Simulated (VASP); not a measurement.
Set up this calculation in VASP 6.6.1, as the native input.

* Task: single point
* Functional: PBEsol
* Potentials or basis: VASP PAW PBE potentials, release 64 (B, As)
* Cutoff: 520 eV
* k mesh: 8 × 8 × 1
* Occupations: gaussian, width 0.05 eV
* Spin: no spin polarisation
* Dipole correction: yes
* Further INCAR settings: ALGO = Normal; EDIFF = 1e-06; NBANDS = 28

The structure of B5As4 lies in POSCAR:

```
B5As4
1.0
    3.3713973180      0.0000000000      0.0000000000
    0.0000000000      3.3713973180      0.0000000000
    0.0000000000      0.0000000000     24.5357516225
B As
5 4
Direct
    0.5000000000      0.5000000000      0.3117643947
    0.0000000000      0.0000000000      0.4032578651
    0.5000000000      0.5000000000      0.4999999969
    0.0000000000      0.0000000000      0.5967421334
    0.5000000000      0.5000000000      0.6882356108
    0.5000000000      0.0000000000      0.3531753373
    0.0000000000      0.5000000000      0.4512254914
    0.5000000000      0.0000000000      0.5487745060
    0.0000000000      0.5000000000      0.6468246644
```

The input as run:

INCAR

```
SYSTEM = B5As4
PREC = Accurate
ENCUT = 520
EDIFF = 1E-6
ISMEAR = 0
SIGMA = 0.05
LREAL = .False.
LASPH = .True.
NELM = 60
ALGO = Normal
ISIF = 2
LWAVE = .False.
LCHARG = .True.
LDIPOL = .True.
IDIPOL = 3
DIPOL = 0.5 0.5 0.500
GGA = PS
LELF = .True.
LVHAR = .True.
LVACPOTAV = .True.
NBANDS = 28
```

KPOINTS

```
regular mesh
0
Gamma
  8 8 1
  0 0 0
```

Potentials or basis: VASP PAW PBE potentials, release 64 (B, As).

Launch:

```bash
$ cat potpaw_PBE.64/B/POTCAR potpaw_PBE.64/As/POTCAR > POTCAR
$ mpirun -np 1 vasp_std > vasp.out
```

Results of the run:

```yaml
Largest_force: 0.073 eV/Å
Band_gap_on_the_k_mesh: zero (an odd number of electrons rules out a gap without spin polarisation)
```

Caveat: the PAW data sets were made with another functional, which shifts forces and pressure a little; an odd number of electrons without spin polarisation forces a metal; a magnetic or distorted state may lie lower.

Wall time 100 s on 1 thread of Intel(R) Xeon(R) 6975P-C (Granite Rapids) (shared host), peak memory 0.43 GiB.
